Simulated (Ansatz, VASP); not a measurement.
## Nb3Br2 in VASP and in Ansatz

```xyz
10
Lattice="3.4502 1.9920 4.6756 -3.4502 1.9920 4.6756 0.0000 -3.9839 4.6756" Properties=species:S:1:pos:R:3 pbc="T T T"
Nb   -1.6962   -1.9920    5.8445
Nb    2.5732   -0.4730    5.8445
Nb   -0.8770    2.4650    5.8445
Nb    1.6962    1.9920    8.1823
Nb   -2.5732    0.4730    8.1823
Nb    0.8770   -2.4650    8.1823
Br    0.0000    0.0000   12.5539
Br    0.0000    0.0000    8.4863
Br    0.0000    0.0000    1.4729
Br    0.0000    0.0000    5.5405
```

Alike in both runs: functional PBE; k mesh 3 × 3 × 3; occupations gaussian, width 0.1 eV; no spin polarisation.

Ansatz relaxed the structure, and its values are those at the end. VASP's run is a single point on that final structure, the one shown.

```csv
,VASP,Ansatz
version,VASP 6.6.1,Ansatz 0.2.0
potentials or method,"VASP PAW PBE potentials, release 64 (Nb_sv, Br), cutoff 520 eV","scalar-relativistic, plane waves, PAW"
valence electrons in the cell,106,106
```

```csv
,VASP,Ansatz,Ansatz less VASP
gap on the k mesh at the Fermi level (eV),none,none,-
pressure (GPa),-0.2,-0.1,+0.16
rms of the force components (eV/Å),0.007,0.009,+0.0023
```

A gap of «none» marks a metal or a gap that the smearing closes.

The k mesh is coarse, so the values compare programs but aren't converged.
